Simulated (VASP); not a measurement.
Write the native input for VASP 6.6.1 that does the following.

* Task: single point
* Functional: PBEsol
* Potentials or basis: VASP PAW PBE potentials, release 64 (Ta_pv, C)
* Cutoff: 520 eV
* k mesh: 18 × 18 × 12
* Occupations: gaussian, width 0.15 eV
* Spin: no spin polarisation
* Dipole correction: no
* Further INCAR settings: ALGO = Normal; EDIFF = 1e-06; NBANDS = 20

The structure of Ta2C lies in POSCAR:

```
Ta2C
1.0
    3.0953007023      0.0000000000      0.0000000000
   -1.5476503512      2.6806090406      0.0000000000
    0.0000000000      0.0000000000      4.9210802832
Ta C
2 1
Direct
    0.3333333333      0.6666666667      0.2528761935
    0.6666666667      0.3333333333      0.7471238065
    0.0000000000      0.0000000000      0.0000000000
```

The input as run:

INCAR

```
PREC = Accurate ; ENCUT = 520
EDIFF = 1E-6 ; ISMEAR = 0
SIGMA = 0.15 ; LREAL = False
LASPH = True ; NELM = 60
ALGO = Normal ; ISIF = 2
LWAVE = False ; LCHARG = True
GGA = PS ; LELF = True
LVHAR = True ; NBANDS = 20
```

KPOINTS

```
regular mesh
0
Gamma
  18 18 12
```

Potentials or basis: VASP PAW PBE potentials, release 64 (Ta_pv, C).

Run with:

```bash
$ cat potpaw_PBE.64/Ta_pv/POTCAR potpaw_PBE.64/C/POTCAR > POTCAR
$ mpirun -np 1 vasp_std > vasp.out
```

It gave:

```yaml
Pressure: 0.5 GPa
Largest_force: 0.051 eV/Å
Band_gap_on_the_k_mesh: zero (band 13 reaches 7.00 eV, above the bottom of band 14 at 6.20 eV)
```

Caveat: the PAW data sets were made with another functional, which shifts forces and pressure a little; spin-orbit coupling is left out, which moves the levels of the heavy elements.

Wall time 2.9 min on 1 thread of Intel(R) Xeon(R) Platinum 8259CL CPU @ 2.50GHz (Skylake/Cascade Lake), with other jobs on the host, peak memory 0.39 GiB.
